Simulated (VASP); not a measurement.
Si: single point with RPBE

The system is Si.

```xyz
3
Lattice="4.5533 0.0000 0.0000 -2.2767 3.9433 0.0000 0.0000 0.0000 2.6067" Properties=species:S:1:pos:R:3 pbc="T T T"
Si    0.0000    0.0000    0.0000
Si    0.0000    2.6289    1.3033
Si    2.2767    1.3144    1.3033
```

This cell differs from its parent crystal: volume scaled by 1.04.

| Item | Value |
| --- | --- |
| Program | VASP 6.6.1 |
| Task | single point |
| Functional | RPBE |
| Potentials or basis | VASP PAW PBE potentials, release 64 (Si) |
| Cutoff | 520 eV |
| k mesh | 9 × 9 × 14 |
| Occupations | fermi-dirac, width 0.1 eV |
| Spin | no spin polarisation |

- Pressure: -3.7 GPa
- Band gap on the k mesh: zero (band 6 reaches 11.72 eV, above the bottom of band 7 at 5.11 eV)

Stress tensor (GPa, compression positive):
```
-4.48  0.00  0.00
 0.00 -4.48  0.00
 0.00  0.00 -2.18
```

Levels at points of the mesh, in eV from the Fermi level:
| k point | band 2 | band 3 | band 4 | band 5 | band 6 | band 7 | band 8 | band 9 | band 10 | band 11 |
| --- | --- | --- | --- | --- | --- | --- | --- | --- | --- | --- |
| (0.00, 0.00, 0.00) | -5.47 | -5.27 | -4.16 | -4.16 | -4.08 | -4.08 | 5.92 | 7.41 | 9.97 | 9.97 |
| (0.00, 0.00, 0.50) | -7.96 | -0.85 | -0.80 | -0.54 | -0.54 | -0.08 | 0.57 | 0.90 | 0.90 | 1.08 |

It took 49 s on 1 thread of Intel Xeon 8259CL (shared host), peak memory 0.18 GiB.

Caveat: the PAW data sets were made with another functional, which shifts forces and pressure a little.
